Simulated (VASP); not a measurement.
# Pt (Pm-3m) in VASP: a series of runs

Pt is run at these levels: PBE; tasks: single point, relaxation of cell and atoms.

All numbers are computed with VASP 6.6.1; they aren't measurements. Logs are shortened: lines on timing, memory, paths and dates and some standing lists are left out, and cuts for length are marked.

**1. The cell of the first run**

The structure is cubic, space group Pm-3m (No. 221). Conventional cell: a = 5.187 Å, b = 5.187 Å, c = 5.187 Å, α = 90.00°, β = 90.00°, γ = 90.00°. Pt (site symmetry 4/mmm) has 6 Pt at 2.59 Å within 3.4 Å. Within 3.4 Å of Pt (site symmetry m-3m) lie 6 Pt at 2.59 Å. Within 3.4 Å of Pt (site symmetry 4/mmm) lie 4 Pt at 2.59 Å.

The cell was generated, and may not be a known phase.

**2. Single point, PBE**

Contents of INCAR:

```
SYSTEM = Pt
PREC = Accurate
ENCUT = 520
EDIFF = 1E-7
ISMEAR = 0
SIGMA = 0.1
LREAL = .False.
LASPH = .True.
NELM = 60
ALGO = Fast
ISIF = 2
LWAVE = .False.
LCHARG = .False.
GGA = PE
NBANDS = 44
```

Contents of KPOINTS:

```
Automatic mesh
0
Gamma
  4 4 4
  0 0 0
```

Contents of POSCAR:

```
Pt
1.0
    5.1867645030      0.0000000000      0.0000000000
    0.0000000000      5.1867645030      0.0000000000
    0.0000000000      0.0000000000      5.1867645030
Pt
7
Direct
    0.5000000000      0.5000000000      0.0000000000
    0.0000000000      0.5000000000      0.5000000000
    0.5000000000      0.0000000000      0.5000000000
    0.5000000000      0.5000000000      0.5000000000
    0.5000000000      0.0000000000      0.0000000000
    0.0000000000      0.5000000000      0.0000000000
    0.0000000000      0.0000000000      0.5000000000
```

Potentials or basis: VASP PAW PBE potentials, release 64 (Pt).

Launch:

```console
> cat potpaw_PBE.64/Pt/POTCAR > POTCAR
> mpirun -np 1 vasp_std > vasp.out
```

OUTCAR:

```text
SYSTEM = Pt
   PREC = Accurate
   ENCUT = 520
   EDIFF = 1E-7
   ISMEAR = 0
   LREAL = .False.
   LASPH = .True.
   NELM = 60
   ISIF = 2
   GGA = PE

 ion  position               nearest neighbor table
   1  0.500  0.500  0.000-   4 2.59   5 2.59   6 2.59   4 2.59   5 2.59   6 2.59
   2  0.000  0.500  0.500-   4 2.59   6 2.59   7 2.59   6 2.59   7 2.59   4 2.59
   3  0.500  0.000  0.500-   4 2.59   5 2.59   7 2.59   5 2.59   4 2.59   7 2.59
   4  0.500  0.500  0.500-   1 2.59   2 2.59   3 2.59   1 2.59   3 2.59   2 2.59
   5  0.500  0.000  0.000-   1 2.59   3 2.59   3 2.59   1 2.59
   6  0.000  0.500  0.000-   1 2.59   2 2.59   2 2.59   1 2.59
   7  0.000  0.000  0.500-   2 2.59   3 2.59   2 2.59   3 2.59

  LATTYP: Found a simple cubic cell.
 ALAT       =     5.1867645030

  Lattice vectors:

 A1 = (   5.1867645030,   0.0000000000,   0.0000000000)
 A2 = (   0.0000000000,   5.1867645030,   0.0000000000)
 A3 = (   0.0000000000,   0.0000000000,   5.1867645030)

Analysis of symmetry for initial positions (statically):
=====================================================================
 Subroutine PRICEL returns:
 Original cell was already a primitive cell.

 Routine SETGRP: Setting up the symmetry group for a
 simple cubic supercell.

 Subroutine GETGRP returns: Found 48 space group operations
 (whereof 48 operations were pure point group operations)
 out of a pool of 48 trial point group operations.

The static configuration has the point symmetry O_h .

Analysis of symmetry for dynamics (positions and initial velocities):
=====================================================================
 Subroutine PRICEL returns:
 Original cell was already a primitive cell.

 Routine SETGRP: Setting up the symmetry group for a
 simple cubic supercell.

 Subroutine GETGRP returns: Found 48 space group operations
 (whereof 48 operations were pure point group operations)
 out of a pool of 48 trial point group operations.

The dynamic configuration has the point symmetry O_h .

 Subroutine INISYM returns: Found 48 space group operations
 (whereof 48 operations are pure point group operations),
 and found     1 'primitive' translations

----------------------------------------------------------------------------------------

[... 88 lines left out ...]
   LREAL  =      F    real-space projection
   EDIFFG = 0.1E-05   stopping-criterion for IOM
   NSW    =      0    number of steps for IOM
   IBRION =     -1    ionic relax: 0-MD 1-quasi-New 2-CG
   NFREE  =      0    steps in history (QN), initial steepest desc. (CG)
   ISIF   =      2    stress and relaxation
   ISYM   =      2    0-nonsym 1-usesym 2-fastsym
   POTIM  = 0.5000    time-step for ionic-motion
   TEBEG  =    0.0;   TEEND  =   0.0 temperature during run
   PSTRESS=    0.0 pullay stress
   NELECT =      70.0000    total number of electrons
   NUPDOWN=      -1.0000    fix difference up-down
   EMIN   =  10.00;   EMAX   =-10.00  energy-range for DOS
   EFERMI =   0.00;   METHOD = LEGACY
   ISMEAR =     0;   SIGMA  =   0.10  broadening in eV -4-tet -1-fermi 0-gaus
   EFERMI_NEDOS =   21; number of points for ismear=-14 and -15
   IALGO  =     68    algorithm
   IMIX   =      4    mixing-type and parameters
     AMIX     =   0.40;   BMIX     =  1.00
     AMIX_MAG =   1.60;   BMIX_MAG =  1.00
  volume/ion in A,a.u.               =      19.93       134.52
  Fermi-wavevector in a.u.,A,eV,Ry     =   1.300801  2.458158 23.022203  1.692084
  Thomas-Fermi vector in A             =   2.431977
   LORBIT       =      0    0 simple, 1 ext, 2 COOP (PROOUT), +10 PAW based schemes
   GGA     = PE    functional components
   LHFCALC =     F    Hartree Fock is set to
   AEXX    =    0.0000 exact exchange contribution
   IVDW    =     0    specifies the selected vdW correction
   LEPSILON=     F    determine dielectric tensor
   LRPA    =     F    only Hartree local field effects (RPA)
 non-spin polarized calculation
 RMM-DIIS sequential band-by-band and
 Gauss-broadening in eV      SIGMA  =   0.10
  energy-cutoff  :      520.00
  volume of cell :      139.54
 maximum number of plane-waves:      3840
 NGX is ok and might be reduce to    40
   NGX = 19   NGY = 19   NGZ = 19

 number of electron      69.9999999 magnetization

 Free energy of the ion-electron system (eV)
  ---------------------------------------------------
  ext. energy  EPLUGINS =         0.00000000
  ---------------------------------------------------
  free energy    TOTEN  =       -36.99543880 eV

  energy without entropy =      -36.91125435  energy(sigma->0) =      -36.95334657

 E-fermi :   6.8068     XC(G=0): -11.5962

 val. band max:        6.7741849439   @ k =   0.5000   0.5000   0.2500
 cond. band min:       6.8192679189   @ k =   0.2500   0.2500   0.0000
 fundamental gap:      0.0450829750
 Fermi energy:         6.8067523958

 k-point     1 :       0.0000    0.0000    0.0000
  band No.  band energies     occupation
      1      -1.2758      2.00000
      2       0.8802      2.00000
      3       0.8802      2.00000
      4       1.1016      2.00000
      5       1.1016      2.00000
      6       1.1016      2.00000
[... 459 lines left out ...]
     43       9.8703      0.00000
     44      19.2502      0.00000

------------------------ aborting loop because EDIFF is reached ----------------------------------------

  FORCE on cell =-STRESS in cart. coord.  units (eV):
  Direction    XX          YY          ZZ          XY          YZ          ZX
  --------------------------------------------------------------------------------------
  -------------------------------------------------------------------------------------
  Total       -0.4813048     -0.4813048     -0.4813048     -0.0000000      0.0000000     -0.0000000
  in kB       -5.5263858     -5.5263858     -5.5263858     -0.0000000      0.0000000     -0.0000000
  external PRESSURE =      -5.5263858 kB  Pullay stress =       0.0000000 kB

 VOLUME and BASIS-vectors are now :
 -----------------------------------------------------------------------------
  energy-cutoff  :      520.00
  volume of cell :      139.54
      direct lattice vectors                 reciprocal lattice vectors
     5.186764503  0.000000000  0.000000000     0.192798420  0.000000000  0.000000000
     0.000000000  5.186764503  0.000000000     0.000000000  0.192798420  0.000000000
     0.000000000  0.000000000  5.186764503     0.000000000  0.000000000  0.192798420

 POSITION                                       TOTAL-FORCE (eV/Angst)
 -----------------------------------------------------------------------------------
      2.59338      2.59338      0.00000         0.000000      0.000000      0.000000
      0.00000      2.59338      2.59338         0.000000      0.000000      0.000000
      2.59338      0.00000      2.59338         0.000000      0.000000      0.000000
      2.59338      2.59338      2.59338         0.000000      0.000000      0.000000
      2.59338      0.00000      0.00000         0.000000      0.000000      0.000000
      0.00000      2.59338      0.00000         0.000000      0.000000      0.000000
      0.00000      0.00000      2.59338         0.000000      0.000000      0.000000
 -----------------------------------------------------------------------------------
    total drift:                               -0.000000      0.000000     -0.000000

  FREE ENERGIE OF THE ION-ELECTRON SYSTEM (eV)
  ---------------------------------------------------
  free  energy   TOTEN  =       -36.9954387967 eV

  energy  without entropy=      -36.9112543497  energy(sigma->0) =      -36.95334657
```

OSZICAR:

```text
N       E                     dE             d eps       ncg     rms          rms(c)
DAV:   1     0.429750296095E+03    0.42975E+03   -0.34930E+04   880   0.150E+03
DAV:   2    -0.203228758142E+02   -0.45007E+03   -0.42685E+03   980   0.315E+02
DAV:   3    -0.393498627157E+02   -0.19027E+02   -0.17965E+02  1028   0.567E+01
DAV:   4    -0.396772203345E+02   -0.32736E+00   -0.32615E+00   980   0.792E+00
DAV:   5    -0.396832751547E+02   -0.60548E-02   -0.60512E-02   992   0.111E+00    0.227E+01
RMM:   6    -0.378087160479E+02    0.18746E+01   -0.72193E+00   889   0.123E+01    0.155E+01
RMM:   7    -0.381827200843E+02   -0.37400E+00   -0.36438E+00   884   0.773E+00    0.125E+01
RMM:   8    -0.372510480476E+02    0.93167E+00   -0.16283E+00   892   0.511E+00    0.559E+00
RMM:   9    -0.370075587306E+02    0.24349E+00   -0.53610E-01   894   0.301E+00    0.270E+00
RMM:  10    -0.370005589613E+02    0.69998E-02   -0.89677E-02   923   0.128E+00    0.732E-01
RMM:  11    -0.369953005850E+02    0.52584E-02   -0.15715E-02   922   0.545E-01    0.215E-01
RMM:  12    -0.369955796504E+02   -0.27907E-03   -0.26367E-03   974   0.182E-01    0.154E-01
RMM:  13    -0.369954342007E+02    0.14545E-03   -0.57203E-04   949   0.944E-02    0.433E-02
RMM:  14    -0.369954387670E+02   -0.45663E-05   -0.13667E-04   973   0.421E-02    0.132E-02
RMM:  15    -0.369954392191E+02   -0.45214E-06   -0.25906E-05   994   0.154E-02    0.676E-03
RMM:  16    -0.369954388127E+02    0.40641E-06   -0.36283E-06   975   0.702E-03    0.405E-03
RMM:  17    -0.369954387907E+02    0.22051E-07   -0.13231E-06   886   0.463E-03    0.143E-03
RMM:  18    -0.369954387967E+02   -0.60381E-08   -0.30348E-07   617   0.187E-03
   1 F= -.36995439E+02 E0= -.36953347E+02  d E =-.841844E-01
```

stdout:

```text
POSCAR found type information on POSCAR Pt
 POSCAR found :  1 types and       7 ions
 scaLAPACK will be used
 LDA part: xc-table for (Slater+PW92), standard interpolation
 POSCAR, INCAR and KPOINTS ok, starting setup
 FFT: planning ... GRIDC
 FFT: planning ... GRID_SOFT
 FFT: planning ... GRID
 WAVECAR not read
 entering main loop
```

Wall time 38 s (1 thread of AMD EPYC 9R45 (Zen 5), shared host); peak memory 0.21 GiB.

Results:

* Free energy: -36.9954 eV
* Pressure: -0.6 GPa
* Band gap on the k mesh: zero (bands 35 and 36 overlap by 1.54 eV)

Caveat: spin-orbit coupling is left out, which moves the levels of the heavy elements.

**3. Single point, PBE**

This run uses another cell than the first one, of 23.00 Å³/atom.

Contents of INCAR:

```
PREC = Accurate
ENCUT = 520
EDIFF = 1E-6
ISMEAR = 0
SIGMA = 0.1
LREAL = F
LASPH = T
NELM = 100
ALGO = Normal
ISIF = 2
LWAVE = F
LCHARG = F
GGA = PE
NBANDS = 44
```

Contents of KPOINTS:

```
Automatic mesh
0
Gamma
  4 4 4
```

POSCAR: that of step 2 with these lines changed.

```diff
@@ -2,5 +2,5 @@
 1.0
-    5.1867645030      0.0000000000      0.0000000000
-    0.0000000000      5.1867645030      0.0000000000
-    0.0000000000      0.0000000000      5.1867645030
+    5.4400000000      0.0000000000      0.0000000000
+    0.0000000000      5.4400000000      0.0000000000
+    0.0000000000      0.0000000000      5.4400000000
 Pt
```

Potentials or basis: VASP PAW PBE potentials, release 64 (Pt).

Launch:

```console
> cat potpaw_PBE.64/Pt/POTCAR > POTCAR
> mpirun -np 1 vasp_std > vasp.out
```

Run time: 34 s. Hardware: 1 thread of AMD EPYC 9R45 (Zen 5), shared host; peak memory 0.22 GiB.

Results (log left out):

- Free energy: -35.7841 eV
- Pressure: -15.3 GPa
- Band gap on the k mesh: zero (bands 35 and 36 overlap by 1.43 eV)

Levels at points of the mesh, in eV from the Fermi level:
```tsv
k point	band 32	band 33	band 34	band 35	band 36	band 37	band 38	band 39
(0.00, 0.00, 0.00)	0.34	0.34	0.59	0.59	0.59	1.60	1.60	1.67
(0.50, 0.00, 0.00)	-0.16	-0.16	0.05	0.07	0.32	1.62	2.56	2.56
(0.50, 0.50, 0.00)	-0.68	-0.68	-0.57	-0.43	-0.26	-0.22	-0.22	-0.13
(0.50, 0.50, 0.50)	-1.19	-0.99	-0.99	-0.99	-0.85	-0.85	-0.85	-0.46
```

Caveat: the cell stands under tension; spin-orbit coupling is left out, which moves the levels of the heavy elements.

**4. Single point, PBE**

This run uses another cell than the first one, of 19.86 Å³/atom.

Contents of INCAR:

```
SYSTEM = Pt
PREC     = Accurate       ! precision mode
ENCUT    = 520            ! plane-wave cutoff, eV
EDIFF    = 1E-6           ! SCF threshold, eV
ISMEAR   = 0              ! smearing method
SIGMA    = 0.1            ! smearing width, eV
LREAL    = .False.        ! projectors in reciprocal space
LASPH    = .True.         ! aspherical terms in the spheres
NELM     = 80             ! most SCF steps
ALGO     = Fast           ! electronic algorithm
ISIF     = 2              ! what is computed and relaxed
LWAVE    = .False.        ! write WAVECAR
LCHARG   = .False.        ! write CHGCAR
GGA      = PE             ! functional
NBANDS   = 44             ! bands
```

Contents of KPOINTS:

```
Automatic mesh
0
Gamma
  8 8 8
  0 0 0
```

POSCAR: that of step 3 with these lines changed.

```diff
@@ -2,5 +2,5 @@
 1.0
-    5.4400000000      0.0000000000      0.0000000000
-    0.0000000000      5.4400000000      0.0000000000
-    0.0000000000      0.0000000000      5.4400000000
+    5.1807526438      0.0000000000      0.0000000000
+    0.0000000000      5.1807526438      0.0000000000
+    0.0000000000      0.0000000000      5.1807526438
 Pt
```

Launch:

```console
> cat potpaw_PBE.64/Pt/POTCAR > POTCAR
> mpirun -np 1 vasp_std > vasp.out
```

Run time: 1.8 min. Hardware: 1 thread of AMD EPYC 9R45 (Zen 5), shared host; peak memory 0.29 GiB.

The run converged. Its results:

* Free energy: -37.2809 eV
* Pressure: -0.4 GPa
* Band gap on the k mesh: zero (bands 35 and 36 overlap by 1.58 eV)

Levels at points of the mesh, in eV from the Fermi level:
| k point | band 33 | band 34 | band 35 | band 36 | band 37 | band 38 |
| --- | --- | --- | --- | --- | --- | --- |
| (0.00, 0.00, 0.00) | 0.15 | 0.53 | 0.53 | 0.53 | 2.16 | 2.16 |
| (0.50, 0.00, 0.00) | -0.16 | 0.03 | 0.15 | 0.52 | 2.18 | 2.53 |
| (0.50, 0.50, 0.00) | -0.81 | -0.65 | -0.46 | -0.29 | -0.29 | -0.29 |
| (0.50, 0.50, 0.50) | -1.26 | -1.26 | -1.26 | -0.99 | -0.99 | -0.99 |

Caveat: spin-orbit coupling is left out, which moves the levels of the heavy elements.

**5. Relaxation of cell and atoms, PBE**

This run uses another cell than the first one, of 23.00 Å³/atom.

Contents of INCAR:

```
  PREC = Accurate
  ENCUT = 600
  EDIFF = 1E-7
  ISMEAR = 0
  SIGMA = 0.1
  LREAL = False
  LASPH = True
  NELM = 80
  ALGO = Fast
  ISIF = 3
  LWAVE = False
  LCHARG = False
  GGA = PE
  IBRION = 2
  NSW = 90
  EDIFFG = -0.04
```

Contents of KPOINTS:

```
Automatic mesh
0
Gamma
  4 4 4
```

POSCAR: that of step 4 with these lines changed.

```diff
@@ -2,5 +2,5 @@
 1.0
-    5.1807526438      0.0000000000      0.0000000000
-    0.0000000000      5.1807526438      0.0000000000
-    0.0000000000      0.0000000000      5.1807526438
+    5.4400000000      0.0000000000      0.0000000000
+    0.0000000000      5.4400000000      0.0000000000
+    0.0000000000      0.0000000000      5.4400000000
 Pt
```

Launch:

```console
> cat potpaw_PBE.64/Pt/POTCAR > POTCAR
> mpirun -np 1 vasp_std > vasp.out
```

Wall time 3.4 min (1 thread of AMD EPYC 9R45 (Zen 5), shared host); peak memory 0.32 GiB.

It converged, with:

| Property | Result |
| --- | --- |
| Free energy | -36.9975 eV |
| Relaxed volume | 19.91 Å³/atom |
| Relaxed cell | a = 5.185 Å, b = 5.185 Å, c = 5.185 Å, α = 90.00°, β = 90.00°, γ = 90.00° |
| Space group after relaxing (to 0.1 Å) | Pm-3m (No. 221) |
| Energy gained by relaxing | 173.3 meV/atom |
| Ionic steps | 4 |
| Pressure after relaxing | -0.3 GPa |
| Band gap on the k mesh | zero (bands 35 and 36 overlap by 1.54 eV) |

The path:
```tsv
step	energy change (eV)	largest force (eV/Å)	pressure (GPa)	volume (Å³)
1	0.0000	0.0000	-15.23	160.99
2	1.6860	0.0000	47.63	115.24
3	-1.2108	0.0000	-0.91	139.97
4	-1.2130	0.0000	-0.28	139.38
```

Final structure:
```xyz
7
Lattice="5.1848 0.0000 0.0000 0.0000 5.1848 0.0000 0.0000 0.0000 5.1848" Properties=species:S:1:pos:R:3 pbc="T T T"
Pt    2.5924    2.5924    0.0000
Pt    0.0000    2.5924    2.5924
Pt    2.5924    0.0000    2.5924
Pt    2.5924    2.5924    2.5924
Pt    2.5924    0.0000    0.0000
Pt    0.0000    2.5924    0.0000
Pt    0.0000    0.0000    2.5924
```

Levels at points of the mesh, in eV from the Fermi level:
```csv
k point,band 33,band 34,band 35,band 36,band 37,band 38
"(0.00, 0.00, 0.00)",0.11,0.48,0.48,0.48,2.09,2.09
"(0.50, 0.00, 0.00)",-0.19,0.04,0.11,0.46,2.11,2.47
"(0.50, 0.50, 0.00)",-0.85,-0.71,-0.52,-0.32,-0.30,-0.30
"(0.50, 0.50, 0.50)",-1.28,-1.28,-1.28,-1.05,-1.05,-1.05
```

Caveat: spin-orbit coupling is left out, which moves the levels of the heavy elements.

**6. Relaxation of cell and atoms, PBE**

Contents of INCAR:

```
SYSTEM = Pt
PREC = Accurate
ENCUT = 600
EDIFF = 1E-6
ISMEAR = 0
SIGMA = 0.1
LREAL = .False.
LASPH = .True.
NELM = 100
ALGO = Fast
ISIF = 3
LWAVE = .False.
LCHARG = .False.
GGA = PE
IBRION = 2
NSW = 100
EDIFFG = -0.01
```

Contents of KPOINTS:

```
regular mesh
0
Gamma
  8 8 8
  0 0 0
```

POSCAR: that of step 5 with these lines changed.

```diff
@@ -2,5 +2,5 @@
 1.0
-    5.4400000000      0.0000000000      0.0000000000
-    0.0000000000      5.4400000000      0.0000000000
-    0.0000000000      0.0000000000      5.4400000000
+    5.1867645030      0.0000000000      0.0000000000
+    0.0000000000      5.1867645030      0.0000000000
+    0.0000000000      0.0000000000      5.1867645030
 Pt
```

Potentials or basis: VASP PAW PBE potentials, release 64 (Pt).

Launch:

```console
> cat potpaw_PBE.64/Pt/POTCAR > POTCAR
> mpirun -np 1 vasp_std > vasp.out
```

Wall time 5.2 min (1 thread of AMD EPYC 9R45 (Zen 5), shared host); peak memory 0.35 GiB.

The run converged. Its results:

```
Free energy                           : -37.2813 eV
Relaxed volume                        : 19.82 Å³/atom
Relaxed cell                          : a = 5.177 Å, b = 5.177 Å, c = 5.177 Å, α = 90.00°, β = 90.00°, γ = 90.00°
Space group after relaxing (to 0.1 Å) : Pm-3m (No. 221)
Energy gained by relaxing             : 0.3 meV/atom
Ionic steps                           : 3
Pressure after relaxing               : 0.0 GPa
Band gap on the k mesh                : zero (bands 35 and 36 overlap by 1.58 eV)
```

Step by step:
| step | energy change (eV) | largest force (eV/Å) | pressure (GPa) | volume (Å³) |
| --- | --- | --- | --- | --- |
| 1 | 0.0000 | 0.0000 | -0.85 | 139.54 |
| 2 | 0.0047 | 0.0000 | 1.59 | 137.40 |
| 3 | -0.0020 | 0.0000 | 0.01 | 138.77 |

Final structure:
```xyz
7
Lattice="5.1773 0.0000 0.0000 0.0000 5.1773 0.0000 0.0000 0.0000 5.1773" Properties=species:S:1:pos:R:3 pbc="T T T"
Pt    2.5886    2.5886    0.0000
Pt    0.0000    2.5886    2.5886
Pt    2.5886    0.0000    2.5886
Pt    2.5886    2.5886    2.5886
Pt    2.5886    0.0000    0.0000
Pt    0.0000    2.5886    0.0000
Pt    0.0000    0.0000    2.5886
```

Levels at points of the mesh, in eV from the Fermi level:
```
           k point  band 32  band 33  band 34  band 35  band 36  band 37  band 38  band 39
(0.00, 0.00, 0.00)     0.15     0.15     0.54     0.54     0.54     2.17     2.17     2.28
(0.50, 0.00, 0.00)    -0.16    -0.16     0.03     0.15     0.52     2.19     2.53     2.53
(0.50, 0.50, 0.00)    -0.81    -0.81    -0.65    -0.46    -0.30    -0.30    -0.29    -0.11
(0.50, 0.50, 0.50)    -1.50    -1.27    -1.27    -1.27    -0.99    -0.99    -0.99    -0.53
```

Caveat: spin-orbit coupling is left out, which moves the levels of the heavy elements.

**7. The runs side by side**

| task | cell | k mesh | cutoff (eV) | gap on the mesh (eV) | pressure (GPa) | relaxed volume (Å³/atom) |
| --- | --- | --- | --- | --- | --- | --- |
| single point | a = 5.187 Å, 7 atoms | 4 × 4 × 4 | 520 | none | -0.6 | - |
| single point | a = 5.440 Å, 7 atoms | 4 × 4 × 4 | 520 | none | -15.3 | - |
| single point | a = 5.181 Å, 7 atoms | 8 × 8 × 8 | 520 | none | -0.4 | - |
| relaxation of cell and atoms | relaxed from a = 5.440 Å, 7 atoms | 4 × 4 × 4 | 600 | none | -0.3 | 19.91 |
| relaxation of cell and atoms | relaxed from a = 5.187 Å, 7 atoms | 8 × 8 × 8 | 600 | none | 0.0 | 19.82 |

Alike in all rows: level PBE; potentials or basis VASP PAW PBE potentials, release 64 (Pt); no spin polarisation; smearing gaussian 0.1 eV.

Caveats: spin-orbit coupling is left out, which moves the levels of the heavy elements; the cell stands under tension (at least some runs).

Total energies depend on the potentials used, so only differences within one code and one set of settings carry meaning.

The gap in the log of VASP goes by the Fermi energy; the results here count the filled bands.